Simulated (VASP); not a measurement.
# H2C18O in VASP: notebook, part 2 of 2

VASP 6.6.1.

## (4) Single point, PBEsol

Contents of INCAR:

```
SYSTEM = H2C18O
  PREC = Accurate
  ENCUT = 520
  EDIFF = 1E-6
  ISMEAR = 0
  SIGMA = 0.05
  LREAL = Auto
  LASPH = .True.
  NELM = 60
  ALGO = Normal
  ISIF = 2
  LWAVE = .False.
  LCHARG = .False.
  GGA = PS
  NBANDS = 56
```

Contents of KPOINTS:

```
regular mesh
0
Gamma
  2 2 1
  0 0 0
```

Contents of POSCAR:

```
H2C18O
1.0
    7.3980000000      0.0000000000      0.0000000000
   -3.6990000000      6.4068560000      0.0000000000
    0.0000000000      0.0000000000     12.0000000000
C O H
18 1 2
Direct
   -0.0019079345     -0.0042635577      0.0630978333
    0.2194330538      0.1065349369      0.0631158333
   -0.0035946518      0.3297487879      0.0629671667
    0.2211614071      0.4420227331      0.0630474167
   -0.0014896649      0.6646843631      0.0630525000
    0.2188751360      0.7748546245      0.0631492500
    0.3295306843     -0.0037653414      0.0632046667
    0.5543826498      0.1087820610      0.0632861667
    0.3318414790      0.3313771997      0.0630933333
    0.5522270284      0.4415605720      0.0630884167
    0.3312793967      0.6623860440      0.0631470833
    0.5526556965      0.7729610280      0.0632436667
    0.6651357585     -0.0020393778      0.0633976667
    0.8857872077      0.1083167782      0.0631240000
    0.6647153930      0.3292215402      0.0630766667
    0.8861379280      0.4398843988      0.0629498333
    0.6629809192      0.6628983077      0.0631206667
    0.8878437405      0.7753484705      0.0630820000
    0.8041598347      0.1421709806      0.3390582500
    0.7549522645      0.0931445939      0.2637813333
    0.6792986440      0.1154380557      0.3792489167
```

Started as:

```sh
$ cat potpaw_PBE.64/C/POTCAR potpaw_PBE.64/O/POTCAR potpaw_PBE.64/H/POTCAR > POTCAR
$ mpirun -np 1 vasp_std > vasp.out
```

Wall time 3.2 min (1 thread of AMD EPYC 9R45 (Zen 5), shared host); peak memory 0.56 GiB.

Results (log left out):

```
Free energy            : -187.4553 eV
Largest force          : 0.154 eV/Å
Band gap on the k mesh : 0.21 eV
```

Forces in eV/Å, atoms in the order of the input:
```
C   -0.005  0.009 -0.002
C   -0.002  0.009 -0.001
C    0.011  0.006  0.000
C   -0.003 -0.002 -0.002
C    0.003 -0.008  0.000
C    0.005 -0.006  0.002
C    0.007  0.005  0.000
C   -0.006  0.000 -0.003
C   -0.008 -0.005  0.000
C    0.003 -0.004 -0.001
C   -0.006 -0.005 -0.003
C   -0.003  0.005  0.002
C   -0.003 -0.006  0.002
C    0.004 -0.003 -0.002
C   -0.005  0.003  0.000
C    0.003  0.000  0.000
C    0.006  0.005  0.000
C   -0.003 -0.001  0.001
O    0.095  0.044  0.040
H    0.013 -0.035 -0.145
H   -0.106 -0.010  0.111
```

Levels at points of the mesh, in eV from the valence-band top:
```csv
k point,band 38,band 39,band 40,band 41,band 42,band 43
"(0.00, 0.00, 0.00)",-2.40,-0.02,0.00,0.21,0.22,3.29
"(0.50, 0.00, 0.00)",-2.53,-2.38,-2.26,1.75,2.56,2.59
"(0.00, 0.50, 0.00)",-2.52,-2.38,-2.25,1.76,2.57,2.60
"(0.50, 0.50, 0.00)",-2.53,-2.37,-2.26,1.75,2.57,2.59
```

Caveat: the k points lie up to 0.49 Å⁻¹ apart; the PAW data sets were made with another functional, which shifts forces and pressure a little.

## (5) Single point, PBEsol

Contents of INCAR:

```
  PREC = Accurate
  ENCUT = 520
  EDIFF = 1E-7
  ISMEAR = 0
  SIGMA = 0.05
  LREAL = Auto
  LASPH = T
  NELM = 100
  ALGO = Normal
  ISIF = 2
  LWAVE = F
  LCHARG = T
  GGA = PS
  LELF = T
  LVHAR = T
  NBANDS = 56
```

Contents of KPOINTS:

```
Automatic mesh
0
Gamma
  2 2 1
```

Contents of POSCAR:

```
H2C18O
1.0
    7.3980000000      0.0000000000      0.0000000000
   -3.6990000000      6.4068560000      0.0000000000
    0.0000000000      0.0000000000     12.0000000000
C O H
18 1 2
Direct
   -0.0011528874     -0.0041397840      0.0628900833
    0.2199771568      0.1065647488      0.0629127500
   -0.0029659056      0.3297497244      0.0628443333
    0.2218802998      0.4420587883      0.0628729167
   -0.0009035382      0.6648430993      0.0628832500
    0.2196160149      0.7750736086      0.0629455833
    0.3301452989     -0.0038088885      0.0629781667
    0.5550323863      0.1087190035      0.0630380833
    0.3324129835      0.3314861455      0.0629090833
    0.5529443385      0.4417737811      0.0629220833
    0.3320575576      0.6625925415      0.0629300000
    0.5532023929      0.7730446884      0.0629829167
    0.6656203494     -0.0019677358      0.0630960000
    0.8864206799      0.1084447660      0.0629606667
    0.6654215666      0.3293492159      0.0629230833
    0.8866641981      0.4399688396      0.0628345000
    0.6635734707      0.6628714614      0.0629110833
    0.8884816678      0.7753209999      0.0628836667
    0.8426518684      0.1100839476      0.3432840833
    0.8108872006      0.1021536929      0.2641249167
    0.7401053452      0.1370847105      0.3782055000
```

Started as:

```sh
$ cat potpaw_PBE.64/C/POTCAR potpaw_PBE.64/O/POTCAR potpaw_PBE.64/H/POTCAR > POTCAR
$ mpirun -np 1 vasp_std > vasp.out
```

Run time: 3.4 min. Hardware: 1 thread of AMD EPYC 9R45 (Zen 5), shared host; peak memory 0.56 GiB.

It converged, with:

| Quantity | Value |
| --- | --- |
| Free energy | -187.4534 eV |
| Largest force | 0.170 eV/Å |
| Band gap on the k mesh | 0.21 eV |

Forces in eV/Å, atoms in the order of the input:
```
C   -0.006  0.011  0.000
C    0.001  0.017  0.001
C    0.016  0.016 -0.002
C   -0.015  0.002 -0.001
C    0.012 -0.016 -0.001
C    0.013 -0.016  0.000
C    0.010  0.014  0.001
C   -0.014  0.002  0.002
C   -0.002 -0.012  0.000
C    0.004 -0.011 -0.001
C   -0.016 -0.007  0.000
C    0.000  0.005 -0.002
C    0.001 -0.015  0.002
C    0.015 -0.010 -0.001
C   -0.011 -0.002  0.000
C    0.009  0.008 -0.002
C   -0.003  0.014 -0.001
C   -0.012  0.004  0.000
O    0.092 -0.008  0.067
H    0.011 -0.019 -0.169
H   -0.103  0.023  0.107
```

Levels at points of the mesh, in eV from the valence-band top:
| k point | band 37 | band 38 | band 39 | band 40 | band 41 | band 42 | band 43 | band 44 |
| --- | --- | --- | --- | --- | --- | --- | --- | --- |
| (0.00, 0.00, 0.00) | -2.90 | -2.36 | -0.02 | 0.00 | 0.21 | 0.22 | 3.31 | 4.50 |
| (0.50, 0.00, 0.00) | -2.56 | -2.53 | -2.36 | -2.24 | 1.75 | 2.57 | 2.58 | 2.64 |
| (0.00, 0.50, 0.00) | -2.55 | -2.53 | -2.35 | -2.25 | 1.76 | 2.56 | 2.60 | 2.63 |
| (0.50, 0.50, 0.00) | -2.57 | -2.52 | -2.34 | -2.26 | 1.76 | 2.57 | 2.60 | 2.63 |

Caveat: the k points lie up to 0.49 Å⁻¹ apart; the PAW data sets were made with another functional, which shifts forces and pressure a little.

## (6) Summary

```tsv
cell	gap on the mesh (eV)	largest force (eV/Å)
as given, atomic positions A	0.20	0.15
as given, atomic positions B	0.21	0.16
as given, atomic positions C	0.21	0.15
as given, atomic positions D	0.21	0.17
```

Alike in all rows: task single point; level PBEsol; potentials or basis VASP PAW PBE potentials, release 64 (C, O, H); no spin polarisation; k mesh 2 × 2 × 1; cutoff (eV) 520; smearing gaussian 0.05 eV.

Caveats: all runs use coarse meshes; the PAW data sets were made with another functional, which shifts forces and pressure a little.

Absolute energies hang on the potentials; compare differences alone.
